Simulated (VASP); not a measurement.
Set up this calculation in VASP 6.6.1, as the native input.

* Task: single point
* Functional: PBE
* Potentials or basis: VASP PAW PBE potentials, release 64 (Re)
* Cutoff: 520 eV
* k mesh: 11 × 11 × 6
* Occupations: gaussian, width 0.027 eV
* Spin: no spin polarisation
* Dipole correction: no
* Further INCAR settings: ALGO = Normal; EDIFF = 1e-06; NBANDS = 14

The structure of Re lies in POSCAR:

```
Re
1.0
    2.7608000000      0.0000000000      0.0000000000
   -1.3804000000      2.3909229348      0.0000000000
    0.0000000000      0.0000000000      4.4582000000
Re
2
Direct
    0.6666666667      0.3333333333      0.7500000000
    0.3333333333      0.6666666667      0.2500000000
```

One way to write it, as run:

INCAR

```
PREC     = Accurate       # precision mode
ENCUT    = 520            # plane-wave cutoff, eV
EDIFF    = 1E-6           # SCF threshold, eV
ISMEAR   = 0              # smearing method
SIGMA    = 0.027000000000000003 # smearing width, eV
LREAL    = False          # projectors in reciprocal space
LASPH    = True           # aspherical terms in the spheres
NELM     = 80             # most SCF steps
ALGO     = Normal         # electronic algorithm
ISIF     = 2              # what is computed and relaxed
LWAVE    = False          # write WAVECAR
LCHARG   = False          # write CHGCAR
GGA      = PE             # functional
NBANDS   = 14             # bands
```

KPOINTS

```
regular mesh
0
Gamma
  11 11 6
```

Potentials or basis: VASP PAW PBE potentials, release 64 (Re).

Command:

```console
$ cat potpaw_PBE.64/Re/POTCAR > POTCAR
$ mpirun -np 1 vasp_std > vasp.out
```

Results of the run:

The pressure is 5.4 GPa and the band gap on the k mesh is zero (bands 7 and 8 overlap by 3.05 eV).

Caveat: the cell stands under pressure; spin-orbit coupling is left out, which moves the levels of the heavy elements.

Wall time 56 s on 1 thread of Intel Xeon 8259CL, with other jobs on the host, peak memory 0.14 GiB.
